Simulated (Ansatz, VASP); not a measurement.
# One calculation of Ta, two programs

```xyz
1
Lattice="-1.6513 1.6513 1.6513 1.6513 -1.6513 1.6513 1.6513 1.6513 -1.6513" Properties=species:S:1:pos:R:3 pbc="T T T"
Ta    0.0000    0.0000    0.0000
```

Alike in both runs: functional PBEsol; k mesh 8 × 8 × 8; occupations fermi-dirac, width 0.05 eV; no spin polarisation.

|  | VASP | Ansatz |
| --- | --- | --- |
| version | VASP 6.6.1 | Ansatz 0.2.0 |
| potentials or method | VASP PAW PBE potentials, release 64 (Ta_pv), cutoff 520 eV | all-electron LAPW, scalar-relativistic |
| task | single point | band structure |

```tsv
	VASP	Ansatz	Ansatz less VASP
gap on the k mesh at the Fermi level (eV)	none	none	-
pressure (GPa)	-5.6	-5.9	-0.22
```

VASP's potentials were made for PBE, not for PBEsol. A gap of «none» marks a metal or a gap that the smearing closes. Ansatz ran all-electron here, and VASP with PAW potentials.

Neither program's run includes spin-orbit coupling. Noted on Ansatz's run: the k mesh is thin for a metal, which can move the energy by tens of meV per atom.
